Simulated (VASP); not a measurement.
A run of VASP 6.6.1 is set up as follows.

INCAR

```
SYSTEM = Si2Mo
ALGO     = Normal         ! electronic algorithm
EDIFF    = 1E-6           ! SCF threshold, eV
ENCUT    = 520            ! plane-wave cutoff, eV
GGA      = PE             ! functional
ISIF     = 2              ! what is computed and relaxed
ISMEAR   = 0              ! smearing method
LASPH    = .True.         ! aspherical terms in the spheres
LCHARG   = .False.        ! write CHGCAR
LREAL    = .False.        ! projectors in reciprocal space
LWAVE    = .False.        ! write WAVECAR
NBANDS   = 18             ! bands
NELM     = 100            ! most SCF steps
PREC     = Accurate       ! precision mode
SIGMA    = 0.1            ! smearing width, eV
```

KPOINTS

```
k-points
0
Gamma
  18 18 18
  0 0 0
```

File POSCAR:

```
Si2Mo
1.0
   -1.5909613575      1.5909613575      3.9026962379
    1.5909613575     -1.5909613575      3.9026962379
    1.5909613575      1.5909613575     -3.9026962379
Si Mo
2 1
Direct
    0.3346757250      0.3346757250      0.0000000000
    0.6653242750      0.6653242750      0.0000000000
    0.0000000000      0.0000000000      0.0000000000
```

Potentials or basis: VASP PAW PBE potentials, release 64 (Si, Mo_sv).

Run with:

```bash
$ cat potpaw_PBE.64/Si/POTCAR potpaw_PBE.64/Mo_sv/POTCAR > POTCAR
$ mpirun -np 1 vasp_std > vasp.out
```

(1) What does it give for the largest force?

(2) Estimate the pressure.

(3) Estimate the band gap on the k mesh.

Results:

(1) 0.011 eV/Å.

(2) 6.8 GPa.

(3) zero (bands 11 and 12 overlap by 0.97 eV).

Caveat: the cell stands under pressure.
